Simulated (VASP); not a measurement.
**W: relaxation of cell and atoms with PBE**

The system is W.

```
W
1.0
     0.00000    2.18758    2.21390
     1.68815    0.00000    2.21390
     1.68815    2.18758    0.00000
W
1
Direct
  0.00000 0.00000 0.00000
```

| Item | Value |
| --- | --- |
| Program | VASP 6.6.1 |
| Task | relaxation of cell and atoms |
| Functional | PBE |
| Potentials or basis | VASP PAW PBE potentials, release 64 (W_sv) |
| Cutoff | 500 eV |
| k mesh | 24 × 24 × 24 |
| Occupations | gaussian, width 0.1 eV |
| Spin | no spin polarisation |
| Dipole correction | no |
| Further INCAR settings | ALGO = Normal; EDIFF = 1e-07; IBRION = 2; EDIFFG = -0.01; NSW = 100; ISIF = 3 |

```json
{
 "Relaxed volume": "16.16 Å³/atom",
 "Relaxed cell": "a = 3.185 Å, b = 2.759 Å, c = 2.759 Å, α = 70.52°, β = 54.74°, γ = 54.74°",
 "Space group after relaxing (to 0.1 Å)": "Im-3m (No. 229)",
 "Energy gained by relaxing": "67.7 meV/atom",
 "Ionic steps": "7",
 "Pressure after relaxing": "0.0 GPa",
 "Band gap on the k mesh": "zero (bands 7 and 8 overlap by 6.22 eV)"
}
```

The path:
```
step  energy change (eV)  largest force (eV/Å)  pressure (GPa)  volume (Å³)
   1              0.0000                0.0000           -2.55        16.35
   2             -0.0430                0.0000            9.99        15.68
   3             -0.0633                0.0000            4.86        15.92
   4             -0.0356                0.0000          -11.61        16.85
   5             -0.0677                0.0000           -0.10        16.17
   6             -0.0677                0.0000            0.04        16.16
   7             -0.0677                0.0000           -0.01        16.16
```

Final structure:
```cif
data_structure
_symmetry_space_group_name_H-M 'P 1'
_symmetry_Int_Tables_number 1
_cell_length_a 3.1852
_cell_length_b 2.7587
_cell_length_c 2.7588
_cell_angle_alpha 70.521
_cell_angle_beta 54.737
_cell_angle_gamma 54.742
_cell_volume 16.16
loop_
_atom_site_label
_atom_site_type_symbol
_atom_site_fract_x
_atom_site_fract_y
_atom_site_fract_z
_atom_site_occupancy
W1 W 0.00000 0.00000 0.00000 1
```

Levels at points of the mesh, in eV from the Fermi level:
| k point | band 5 | band 6 | band 7 | band 8 | band 9 | band 10 |
| --- | --- | --- | --- | --- | --- | --- |
| (0.00, 0.00, 0.00) | -9.56 | -1.23 | -1.23 | -1.23 | 2.18 | 2.18 |
| (0.50, 0.00, 0.00) | -6.18 | -3.51 | 0.58 | 2.06 | 3.02 | 5.94 |
| (0.50, 0.50, 0.00) | -6.18 | -3.51 | 0.58 | 2.07 | 3.02 | 5.94 |
| (0.50, 0.00, 0.50) | -6.18 | -3.51 | 0.58 | 2.07 | 3.02 | 5.94 |
| (0.00, 0.50, 0.50) | -5.71 | -5.71 | 4.99 | 4.99 | 4.99 | 8.05 |

Run time: 34 min on 1 thread of Oxide Virtual Turin-like Processor, with other jobs on the host, peak memory 0.42 GiB.

Caveat: spin-orbit coupling is left out, which moves the levels of the heavy elements.
